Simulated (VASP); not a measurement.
LiCl: single point with PBE

The system is LiCl.

```xyz
2
Lattice="0.0000 2.5560 2.5560 2.5560 0.0000 2.5560 2.5560 2.5560 0.0000" Properties=species:S:1:pos:R:3 pbc="T T T"
Li    0.0000    0.0000    0.0000
Cl    2.5560    2.5560    2.5560
```

```
Program             : VASP 6.6.1
Task                : single point
Functional          : PBE
Potentials or basis : VASP PAW PBE potentials, release 64 (Li_sv, Cl)
Cutoff              : 750 eV
k mesh              : 8 × 8 × 8
Occupations         : gaussian, width 0.01 eV
Spin                : no spin polarisation
```

```
Pressure               : 0.7 GPa
Band gap on the k mesh : 6.39 eV
```

Levels at points of the mesh, in eV from the valence-band top:
| k point | band 2 | band 3 | band 4 | band 5 | band 6 | band 7 | band 8 | band 9 |
| --- | --- | --- | --- | --- | --- | --- | --- | --- |
| (0.00, 0.00, 0.00) | -13.43 | 0.00 | 0.00 | 0.00 | 6.39 | 11.95 | 11.95 | 11.95 |
| (0.50, 0.00, 0.00) | -12.85 | -2.85 | -0.26 | -0.26 | 6.77 | 9.51 | 9.51 | 13.08 |
| (0.50, 0.50, 0.00) | -12.60 | -2.94 | -1.12 | -1.12 | 7.90 | 8.28 | 12.53 | 14.20 |

Run time: 21 s on 1 thread of Intel Xeon 8259CL, on a shared host, peak memory 0.17 GiB.

A k mesh can miss the band edges.
